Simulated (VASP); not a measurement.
# LaB (Fm-3m) in VASP: a series of runs, part 2 of 2

VASP 6.6.1. The steps go on from the part before.

### 4 Single point, PBE (23.01 Å³/atom)

This run uses another cell than the first one, of 23.01 Å³/atom.

The input, INCAR:

```
PREC = Accurate
ENCUT = 520
EDIFF = 1E-6
ISMEAR = 0
SIGMA = 0.05
LREAL = False
LASPH = True
NELM = 80
ALGO = Normal
ISIF = 2
LWAVE = False
LCHARG = True
GGA = PE
LELF = True
LVHAR = True
NBANDS = 14
```

The input, KPOINTS:

```
regular mesh
0
Gamma
  10 10 10
```

The input, POSCAR:

```
LaB
1.0
    0.0000000000      2.8443085889      2.8443085889
    2.8443085889      0.0000000000      2.8443085889
    2.8443085889      2.8443085889      0.0000000000
La B
1 1
Direct
    0.5000000000      0.5000000000      0.5000000000
    0.0000000000      0.0000000000      0.0000000000
```

Potentials or basis: VASP PAW PBE potentials, release 64 (La, B).

Started as:

```console
$ cat potpaw_PBE.64/La/POTCAR potpaw_PBE.64/B/POTCAR > POTCAR
$ mpirun -np 1 vasp_std > vasp.out
```

OUTCAR:

```text
PREC = Accurate
   ENCUT = 520
   EDIFF = 1E-6
   ISMEAR = 0
   LREAL = False
   LASPH = True
   NELM = 80
   ISIF = 2
   GGA = PE

 ion  position               nearest neighbor table
   1  0.500  0.500  0.500-   2 2.84   2 2.84   2 2.84   2 2.84   2 2.84   2 2.84
   2  0.000  0.000  0.000-   1 2.84   1 2.84   1 2.84   1 2.84   1 2.84   1 2.84

  LATTYP: Found a face centered cubic cell.
 ALAT       =     5.6886171778

  Lattice vectors:

 A1 = (   0.0000000000,   2.8443085889,   2.8443085889)
 A2 = (   2.8443085889,   0.0000000000,   2.8443085889)
 A3 = (   2.8443085889,   2.8443085889,   0.0000000000)

Analysis of symmetry for initial positions (statically):
=====================================================================
 Subroutine PRICEL returns:
 Original cell was already a primitive cell.

 Routine SETGRP: Setting up the symmetry group for a
 face centered cubic supercell.

 Subroutine GETGRP returns: Found 48 space group operations
 (whereof 48 operations were pure point group operations)
 out of a pool of 48 trial point group operations.

The static configuration has the point symmetry O_h .

Analysis of symmetry for dynamics (positions and initial velocities):
=====================================================================
 Subroutine PRICEL returns:
 Original cell was already a primitive cell.

 Routine SETGRP: Setting up the symmetry group for a
 face centered cubic supercell.

 Subroutine GETGRP returns: Found 48 space group operations
 (whereof 48 operations were pure point group operations)
 out of a pool of 48 trial point group operations.

The dynamic configuration has the point symmetry O_h .

 Subroutine INISYM returns: Found 48 space group operations
 (whereof 48 operations are pure point group operations),
 and found     1 'primitive' translations

----------------------------------------------------------------------------------------

                                     Primitive cell

  volume of cell :      46.0214

  direct lattice vectors                    reciprocal lattice vectors
     0.000000000  2.844308589  2.844308589    -0.175789646  0.175789646  0.175789646
     2.844308589  0.000000000  2.844308589     0.175789646 -0.175789646  0.175789646
     2.844308589  2.844308589  0.000000000     0.175789646  0.175789646 -0.175789646

  length of vectors
     4.022459782  4.022459782  4.022459782     0.304476598  0.304476598  0.304476598

  position of ions in fractional coordinates (direct lattice)
     0.500000000  0.500000000  0.500000000
     0.000000000  0.000000000  0.000000000

  ion indices of the primitive-cell ions
   primitive index   ion index
                 1           1
                 2           2

----------------------------------------------------------------------------------------

 KPOINTS: regular mesh

Automatic generation of k-mesh.
 Grid dimensions read from file:
 generate k-points for:   10   10   10

 Generating k-lattice:

  Cartesian coordinates                     Fractional coordinates (reciprocal lattice)
    -0.017578965  0.017578965  0.017578965     0.100000000  0.000000000  0.000000000
     0.017578965 -0.017578965  0.017578965     0.000000000  0.100000000  0.000000000
     0.017578965  0.017578965 -0.017578965     0.000000000  0.000000000  0.100000000

[... 40 lines left out ...]
   total plane-waves  NPLWV =  27000
   dimension x,y,z NGX =    30 NGY =   30 NGZ =   30
   dimension x,y,z NGXF=    60 NGYF=   60 NGZF=   60
   ions per type =               1   1
   NGX,Y,Z   is equivalent  to a cutoff of  12.40, 12.40, 12.40 a.u.
   NGXF,Y,Z  is equivalent  to a cutoff of  24.80, 24.80, 24.80 a.u.
 SYSTEM =  unknown system
   PREC   = accura    normal or accurate (medium, high low for compatibility)
   ISTART =      0    job   : 0-new  1-cont  2-samecut
   ICHARG =      2    charge: 1-file 2-atom 10-const
   ISPIN  =      1    spin polarized calculation?
   LNONCOLLINEAR =      F non collinear calculations
   LSORBIT =      F    spin-orbit coupling
   LASPH  =      T    aspherical Exc in radial PAW
   ENCUT  =  520.0 eV  38.22 Ry    6.18 a.u.   7.48  7.48  7.48*2*pi/ulx,y,z
   NELM   =     80;   NELMIN=  2; NELMDL= -5     # of ELM steps
   EDIFF  = 0.1E-05   stopping-criterion for ELM
   LREAL  =      F    real-space projection
   EDIFFG = 0.1E-04   stopping-criterion for IOM
   NSW    =      0    number of steps for IOM
   IBRION =     -1    ionic relax: 0-MD 1-quasi-New 2-CG
   NFREE  =      0    steps in history (QN), initial steepest desc. (CG)
   ISIF   =      2    stress and relaxation
   ISYM   =      2    0-nonsym 1-usesym 2-fastsym
   POTIM  = 0.5000    time-step for ionic-motion
   TEBEG  =    0.0;   TEEND  =   0.0 temperature during run
   PSTRESS=    0.0 pullay stress
   NELECT =      14.0000    total number of electrons
   NUPDOWN=      -1.0000    fix difference up-down
   EMIN   =  10.00;   EMAX   =-10.00  energy-range for DOS
   EFERMI =   0.00;   METHOD = LEGACY
   ISMEAR =     0;   SIGMA  =   0.05  broadening in eV -4-tet -1-fermi 0-gaus
   EFERMI_NEDOS =   21; number of points for ismear=-14 and -15
   IALGO  =     38    algorithm
   IMIX   =      4    mixing-type and parameters
     AMIX     =   0.40;   BMIX     =  1.00
     AMIX_MAG =   1.60;   BMIX_MAG =  1.00
  volume/ion in A,a.u.               =      23.01       155.28
  Fermi-wavevector in a.u.,A,eV,Ry     =   1.101026  2.080637 16.493767  1.212258
  Thomas-Fermi vector in A             =   2.237446
   LORBIT       =      0    0 simple, 1 ext, 2 COOP (PROOUT), +10 PAW based schemes
   GGA     = PE    functional components
   LHFCALC =     F    Hartree Fock is set to
   AEXX    =    0.0000 exact exchange contribution
   IVDW    =     0    specifies the selected vdW correction
   LEPSILON=     F    determine dielectric tensor
   LRPA    =     F    only Hartree local field effects (RPA)
 non-spin polarized calculation
 Gauss-broadening in eV      SIGMA  =   0.05
  energy-cutoff  :      520.00
  volume of cell :       46.02
 maximum number of plane-waves:      1266
 NGX is ok and might be reduce to    30
   NGX = 15   NGY = 15   NGZ = 15

 number of electron      13.9999999 magnetization

 Free energy of the ion-electron system (eV)
  ---------------------------------------------------
  ext. energy  EPLUGINS =         0.00000000
  ---------------------------------------------------
  free energy    TOTEN  =       -10.45450219 eV

  energy without entropy =      -10.44819127  energy(sigma->0) =      -10.45134673

 E-fermi :   6.3397     XC(G=0):  -9.8558

 val. band max:        6.3199189593   @ k =  -0.4000   0.3000   0.0000
 cond. band min:       6.3423899207   @ k =  -0.3000   0.4000   0.1000
 fundamental gap:      0.0224709614
 Fermi energy:         6.3396827064

 k-point     1 :       0.0000    0.0000    0.0000
  band No.  band energies     occupation
      1     -25.3731      2.00000
      2      -8.7399      2.00000
      3      -8.7399      2.00000
      4      -8.7399      2.00000
      5      -0.0125      2.00000
      6       7.4858      0.00000
      7       7.4858      0.00000
      8       7.4858      0.00000
      9       8.5131      0.00000
     10       8.5131      0.00000
     11       8.5131      0.00000
     12       8.9146      0.00000
     13       9.6775      0.00000
     14       9.6775      0.00000
[... 377 lines left out ...]
      1     -25.2736      2.00000
      2      -9.4095      2.00000
      3      -9.0062      2.00000
      4      -8.9766      2.00000
      5       0.9823      2.00000
      6       5.7629      2.00000
      7       6.4144      0.03451
      8       7.1277      0.00000
      9       7.4922      0.00000
     10       9.3280      0.00000
     11       9.3817      0.00000
     12       9.4346      0.00000
     13       9.4609      0.00000
     14       9.5517      0.00000

 [... further k-points ...]

------------------------ aborting loop because EDIFF is reached ----------------------------------------

  FORCE on cell =-STRESS in cart. coord.  units (eV):
  Direction    XX          YY          ZZ          XY          YZ          ZX
  --------------------------------------------------------------------------------------
  -------------------------------------------------------------------------------------
  Total       -0.1499298     -0.1499298     -0.1499298      0.0000000      0.0000000     -0.0000000
  in kB       -5.2196147     -5.2196147     -5.2196147      0.0000000      0.0000000     -0.0000000
  external PRESSURE =      -5.2196147 kB  Pullay stress =       0.0000000 kB

 VOLUME and BASIS-vectors are now :
 -----------------------------------------------------------------------------
  energy-cutoff  :      520.00
  volume of cell :       46.02
      direct lattice vectors                 reciprocal lattice vectors
     0.000000000  2.844308589  2.844308589    -0.175789646  0.175789646  0.175789646
     2.844308589  0.000000000  2.844308589     0.175789646 -0.175789646  0.175789646
     2.844308589  2.844308589  0.000000000     0.175789646  0.175789646 -0.175789646

 POSITION                                       TOTAL-FORCE (eV/Angst)
 -----------------------------------------------------------------------------------
      2.84431      2.84431      2.84431         0.000000     -0.000000      0.000000
      0.00000      0.00000      0.00000        -0.000000      0.000000     -0.000000
 -----------------------------------------------------------------------------------
    total drift:                               -0.000000     -0.000000      0.000000

  FREE ENERGIE OF THE ION-ELECTRON SYSTEM (eV)
  ---------------------------------------------------
  free  energy   TOTEN  =       -10.4545021863 eV

  energy  without entropy=      -10.4481912745  energy(sigma->0) =      -10.45134673
```

Run time: 29 s. Hardware: 1 thread of AMD EPYC 7R13 (Zen 3), shared host; peak memory 0.17 GiB.

What came out:

- Free energy: -10.4545 eV
- Pressure: -0.5 GPa
- Band gap on the k mesh: zero (bands 7 and 8 overlap by 1.92 eV)

Caveat: spin-orbit coupling is left out, which moves the levels of the heavy elements.

### 5 Single point, PBE (23.26 Å³/atom)

This run uses another cell than the first one, of 23.26 Å³/atom.

The input, INCAR:

```
SYSTEM = LaB
ALGO = Normal
EDIFF = 1E-7
ENCUT = 520
GGA = PE
ISIF = 2
ISMEAR = 0
LASPH = .True.
LCHARG = .False.
LREAL = .False.
LWAVE = .False.
NBANDS = 14
NELM = 60
PREC = Accurate
SIGMA = 0.05
```

The input, KPOINTS:

```
k-points
0
Gamma
  10 10 10
  0 0 0
```

The input, POSCAR:

```
LaB
1.0
    0.0000000000      2.8545633321      2.8545633321
    2.8545633321      0.0000000000      2.8545633321
    2.8545633321      2.8545633321      0.0000000000
La B
1 1
Direct
    0.5000000000      0.5000000000      0.5000000000
    0.0000000000      0.0000000000      0.0000000000
```

Started as:

```console
$ cat potpaw_PBE.64/La/POTCAR potpaw_PBE.64/B/POTCAR > POTCAR
$ mpirun -np 1 vasp_std > vasp.out
```

Run time: 34 s. Hardware: 1 thread of AMD EPYC 7R13 (Zen 3), shared host; peak memory 0.17 GiB.

Results (log left out):

```yaml
Free_energy: -10.4520 eV
Pressure: -1.1 GPa
Band_gap_on_the_k_mesh: zero (bands 7 and 8 overlap by 1.90 eV)
```

Levels at points of the mesh, in eV from the Fermi level:
| k point | band 4 | band 5 | band 6 | band 7 | band 8 | band 9 | band 10 | band 11 |
| --- | --- | --- | --- | --- | --- | --- | --- | --- |
| (0.00, 0.00, 0.00) | -15.11 | -6.33 | 1.15 | 1.15 | 1.15 | 2.17 | 2.17 | 2.17 |
| (0.50, 0.00, 0.00) | -15.19 | -3.89 | -2.38 | -0.75 | -0.75 | 2.60 | 2.85 | 2.85 |
| (0.50, 0.50, 0.00) | -15.41 | -5.71 | -0.09 | 0.59 | 1.16 | 1.16 | 2.94 | 3.02 |

Caveat: spin-orbit coupling is left out, which moves the levels of the heavy elements.

### 6 Single point, PBE (23.72 Å³/atom)

This run uses another cell than the first one, of 23.72 Å³/atom.

The input, INCAR:

```
SYSTEM = LaB
PREC     = Accurate       ! precision mode
ENCUT    = 520            ! plane-wave cutoff, eV
EDIFF    = 1E-7           ! SCF threshold, eV
ISMEAR   = 0              ! smearing method
SIGMA    = 0.05           ! smearing width, eV
LREAL    = .False.        ! projectors in reciprocal space
LASPH    = .True.         ! aspherical terms in the spheres
NELM     = 100            ! most SCF steps
ALGO     = Normal         ! electronic algorithm
ISIF     = 2              ! what is computed and relaxed
LWAVE    = .False.        ! write WAVECAR
LCHARG   = .False.        ! write CHGCAR
GGA      = PE             ! functional
NBANDS   = 14             ! bands
```

The input, KPOINTS:

```
Automatic mesh
0
Gamma
  10 10 10
  0 0 0
```

The input, POSCAR:

```
LaB
1.0
    0.0000000000      2.8730999771      2.8730999771
    2.8730999771      0.0000000000      2.8730999771
    2.8730999771      2.8730999771      0.0000000000
La B
1 1
Direct
    0.5000000000      0.5000000000      0.5000000000
    0.0000000000      0.0000000000      0.0000000000
```

Potentials or basis: VASP PAW PBE potentials, release 64 (La, B).

Started as:

```console
$ cat potpaw_PBE.64/La/POTCAR potpaw_PBE.64/B/POTCAR > POTCAR
$ mpirun -np 1 vasp_std > vasp.out
```

It took 34 s on 1 thread of AMD EPYC 7R13 (Zen 3), shared host; peak memory 0.17 GiB.

Results (log left out):

```
Free energy            : -10.4429 eV
Pressure               : -2.1 GPa
Band gap on the k mesh : zero (bands 7 and 8 overlap by 1.86 eV)
```

Levels at points of the mesh, in eV from the Fermi level:
```tsv
k point	band 3	band 4	band 5	band 6	band 7	band 8	band 9	band 10	band 11	band 12
(0.00, 0.00, 0.00)	-15.18	-15.18	-6.30	1.15	1.15	1.15	2.17	2.17	2.17	2.51
(0.50, 0.00, 0.00)	-15.25	-15.25	-3.93	-2.34	-0.71	-0.71	2.56	2.79	2.79	3.11
(0.50, 0.50, 0.00)	-15.46	-15.46	-5.66	-0.05	0.53	1.14	1.14	2.88	2.96	3.03
```

Caveat: spin-orbit coupling is left out, which moves the levels of the heavy elements.

### 7 Single point, PBE (24.40 Å³/atom)

This run uses another cell than the first one, of 24.40 Å³/atom.

INCAR: that of step 6 with these lines changed.

```diff
@@ -3,3 +3,3 @@
 ENCUT    = 520            ! plane-wave cutoff, eV
-EDIFF    = 1E-7           ! SCF threshold, eV
+EDIFF    = 1E-6           ! SCF threshold, eV
 ISMEAR   = 0              ! smearing method
@@ -8,3 +8,3 @@
 LASPH    = .True.         ! aspherical terms in the spheres
-NELM     = 100            ! most SCF steps
+NELM     = 80             ! most SCF steps
 ALGO     = Normal         ! electronic algorithm
```

The input, KPOINTS:

```
regular mesh
0
Gamma
  10 10 10
  0 0 0
```

The input, POSCAR:

```
LaB
1.0
    0.0000000000      2.9004644809      2.9004644809
    2.9004644809      0.0000000000      2.9004644809
    2.9004644809      2.9004644809      0.0000000000
La B
1 1
Direct
    0.5000000000      0.5000000000      0.5000000000
    0.0000000000      0.0000000000      0.0000000000
```

Started as:

```console
$ cat potpaw_PBE.64/La/POTCAR potpaw_PBE.64/B/POTCAR > POTCAR
$ mpirun -np 1 vasp_std > vasp.out
```

Wall time 31 s (1 thread of AMD EPYC 7R13 (Zen 3), shared host); peak memory 0.17 GiB.

The run converged. Its results:

```yaml
Free_energy: -10.4189 eV
Pressure: -3.5 GPa
Band_gap_on_the_k_mesh: zero (bands 7 and 8 overlap by 1.80 eV)
```

Levels at points of the mesh, in eV from the Fermi level:
```csv
k point,band 5,band 6,band 7,band 8,band 9,band 10
"(0.00, 0.00, 0.00)",-6.25,1.15,1.15,1.15,2.15,2.15
"(0.50, 0.00, 0.00)",-3.99,-2.28,-0.66,-0.66,2.49,2.71
"(0.50, 0.50, 0.00)",-5.59,0.01,0.45,1.11,1.11,2.79
```

Caveat: the cell stands under tension; spin-orbit coupling is left out, which moves the levels of the heavy elements.

### 8 Summary

| level | potentials or basis | cell | gap on the mesh (eV) | pressure (GPa) |
| --- | --- | --- | --- | --- |
| PBEsol | VASP PAW PBE potentials, release 64 (La, B) | a = 4.010 Å, angles 60.0°, 2 atoms | none | -2.6 |
| LDA | VASP PAW LDA potentials, release 64 (La, B) | a = 4.010 Å, angles 60.0°, 2 atoms | none | -4.3 |
| PBE | VASP PAW PBE potentials, release 64 (La, B) | a = 4.022 Å, angles 60.0°, 2 atoms | none | -0.5 |
| PBE | VASP PAW PBE potentials, release 64 (La, B) | a = 4.037 Å, angles 60.0°, 2 atoms | none | -1.1 |
| PBE | VASP PAW PBE potentials, release 64 (La, B) | a = 4.063 Å, angles 60.0°, 2 atoms | none | -2.1 |
| PBE | VASP PAW PBE potentials, release 64 (La, B) | a = 4.102 Å, angles 60.0°, 2 atoms | none | -3.5 |

Alike in all rows: task single point; no spin polarisation; k mesh 10 × 10 × 10; cutoff (eV) 520; smearing gaussian 0.05 eV.

Caveats: spin-orbit coupling is left out, which moves the levels of the heavy elements; the cell stands under tension (at least some runs); the PAW data sets were made with another functional, which shifts forces and pressure a little (at least some runs).

Total energies depend on the potentials used, so only differences within one code and one set of settings carry meaning.
